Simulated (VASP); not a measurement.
A run of VASP 6.6.1:

INCAR

```
PREC = Accurate
ENCUT = 500
EDIFF = 1E-6
ISMEAR = -1
SIGMA = 0.08
LREAL = F
LASPH = T
NELM = 120
ALGO = Normal
ISIF = 2
LWAVE = F
LCHARG = F
GGA = PE
NBANDS = 8
GGA_COMPAT = F
```

KPOINTS

```
Automatic mesh
0
Gamma
  12 12 12
```

POSCAR

```
Sb
1.0
    3.1387913073      0.0000000000      0.0000000000
    0.0000000000      3.1387913073      0.0000000000
    0.0000000000      0.0000000000      3.1387913073
Sb
1
Direct
    0.0000000000      0.0000000000      0.0000000000
```

Potentials or basis: VASP PAW PBE potentials, release 64 (Sb).

Launch:

```sh
$ cat potpaw_PBE.64/Sb/POTCAR > POTCAR
$ mpirun -np 1 vasp_std > vasp.out
```

Hardware: 1 thread of AMD EPYC 9R45 96-Core Processor (Zen 5), with other jobs on the host.

Task: How long does it take, and how much memory?

Result: It took 8 s on 1 thread of AMD EPYC 9R45 96-Core Processor (Zen 5), on a shared host, peak memory 0.11 GiB. Counts: scf iterations 10, k points 84.
